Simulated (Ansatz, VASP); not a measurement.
## One calculation of Ta, two programs

```
Ta
1.0
     3.30523    0.00000    0.00000
     0.00000    3.30523    0.00000
     0.00000    0.00000    3.30523
Ta
2
Direct
  0.00000 0.00000 0.00000
  0.50000 0.50000 0.50000
```

Alike in both runs: task single point; functional PBE; k mesh 3 × 3 × 3; collinear spin; Hubbard terms Ta d U = 1.5 eV.

```csv
,VASP,Ansatz
version,VASP 6.6.1,Ansatz 0.2 development build
potentials or method,"VASP PAW PBE potentials, release 64 (Ta_pv)","PAW hard, scalar-relativistic"
plane-wave cutoff (eV),500,520
occupations,"methfessel-paxton of order 1, width 0.15 eV","cold, width 0.15 eV"
```

|  | VASP | Ansatz | Ansatz less VASP |
| --- | --- | --- | --- |
| net moment per atom (μB) | 0.00 | 0.00 | -0.003 |

The programs project onto different local orbitals, so the same U acts differently, and such runs can settle in different states. Ansatz's warnings: filled band counts differ across k points, seeded moment not kept, stability check not made.

The k mesh is coarse, so the values compare programs but aren't converged. Neither program's run includes spin-orbit coupling.
